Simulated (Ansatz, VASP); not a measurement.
## SrO: VASP beside Ansatz

The input POSCAR:

```
SrO
1.0
    0.0000000000      2.6982900000      2.6340450000
    2.6982900000      0.0000000000      2.6340450000
    2.6982900000      2.6982900000      0.0000000000
Sr O
1 1
Direct
    0.0000000000      0.0000000000      0.0000000000
    0.5000000000      0.5000000000      0.5000000000
```

The input INCAR.step1:

```
  ALGO = Normal
  EDIFF = 1E-4
  ENCUT = 520
  GGA = PE
  ISMEAR = 0
  LASPH = T
  LCHARG = F
  LREAL = F
  LWAVE = T
  NBANDS = 15
  NELM = 60
  PREC = Accurate
  SIGMA = 0.05
```

The input INCAR.step2:

```
  ALGO = Normal
  EDIFF = 1E-6
  ENCUT = 520
  ISIF = 2
  ISMEAR = 0
  ISTART = 1
  LASPH = T
  LCHARG = F
  LMIXTAU = T
  LREAL = F
  LWAVE = F
  METAGGA = R2SCAN
  NBANDS = 15
  NELM = 60
  PREC = Accurate
  SIGMA = 0.05
```

The input KPOINTS:

```
k-points
0
Gamma
  8 8 8
```

Input for Ansatz:

```yaml
crystal:
  lattice:
    - [0.0, 2.69829, 2.634045]
    - [2.69829, 0.0, 2.634045]
    - [2.69829, 2.69829, 0.0]
  atoms:
    - { symbol: Sr, position: [0.0, 0.0, 0.0] }
    - { symbol: O, position: [0.5, 0.5, 0.5] }
basis:
  ecutwfc: 500
kpoints:
  mp_grid: { grid: [8, 8, 8] }
hamiltonian:
  xc: r2scan
scf:
  occupations: { method: gaussian, width: 0.05 }
output:
  forces: true
  stress: true
  eigenvalues: true
  write_density: true
  write_potential: true
  elf: true
  volumetric_format: npy
```

Change from the starting cell: strain +0.050 along x and y, +0.025 along z, atoms carried along.

Alike in both runs: task single point; functional r2SCAN; k mesh 8 × 8 × 8; occupations gaussian, width 0.05 eV; no spin polarisation.

|  | VASP | Ansatz |
| --- | --- | --- |
| version | VASP 6.6.1 | Ansatz 0.2.0 |
| potentials or method | VASP PAW PBE potentials, release 64 (Sr_sv, O), cutoff 520 eV | scalar-relativistic, plane waves, PAW |
| valence electrons in the cell | 16 | 16 |

Ansatz gave:

- gap on the k mesh at the Fermi level (eV): 3.72
- least direct gap on the mesh (eV): 3.77
- pressure (GPa): -8.0
- traceless stress, the component that is largest in VASP (GPa): 1.10

Question: What did VASP give for the same quantities?

Answer: gap on the k mesh at the Fermi level (eV): 3.67; least direct gap on the mesh (eV): 3.77; pressure (GPa): -7.7; traceless stress, the component that is largest in VASP (GPa): 1.17.

VASP's potentials were made for PBE, not for r2SCAN.
